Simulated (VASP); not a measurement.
Write the native input for VASP 6.6.1 that does the following.

```yaml
Task: single point
Functional: LDA
Potentials_or_basis: VASP PAW LDA potentials, release 64 (Si, C)
Cutoff: 520 eV
k_mesh: 8 × 8 × 4
Occupations: gaussian, width 0.01 eV
Spin: no spin polarisation
Dipole_correction: no
Further_INCAR_settings: ALGO = Normal; EDIFF = 1e-06; NBANDS = 16
```

The structure of SiC lies in POSCAR:

```
SiC
1.0
    2.9982503403      0.0000000000      0.0000000000
   -1.4991251702      2.5965609616      0.0000000000
    0.0000000000      0.0000000000      4.9175079341
Si C
2 2
Direct
    0.3333333333      0.6666666667      0.0045913114
    0.6666666667      0.3333333333      0.5045913114
    0.3333333333      0.6666666667      0.3804086886
    0.6666666667      0.3333333333      0.8804086886
```

The input as run:

INCAR

```
PREC = Accurate ; ENCUT = 520
EDIFF = 1E-6 ; ISMEAR = 0
SIGMA = 0.01 ; LREAL = F
LASPH = T ; NELM = 100
ALGO = Normal ; ISIF = 2
LWAVE = F ; LCHARG = T
GGA = CA ; LELF = T
LVHAR = T ; NBANDS = 16
```

KPOINTS

```
Automatic mesh
0
Gamma
  8 8 4
```

Potentials or basis: VASP PAW LDA potentials, release 64 (Si, C).

Command:

```sh
$ cat potpaw_LDA.64/Si/POTCAR potpaw_LDA.64/C/POTCAR > POTCAR
$ mpirun -np 1 vasp_std > vasp.out
```

Results of the run:

The pressure is 15.4 GPa and the band gap on the k mesh is 2.29 eV, indirect (least direct gap 4.02 eV).

Wall time 28 s on 1 thread of Intel Xeon 8259CL, on a shared host, peak memory 0.11 GiB.
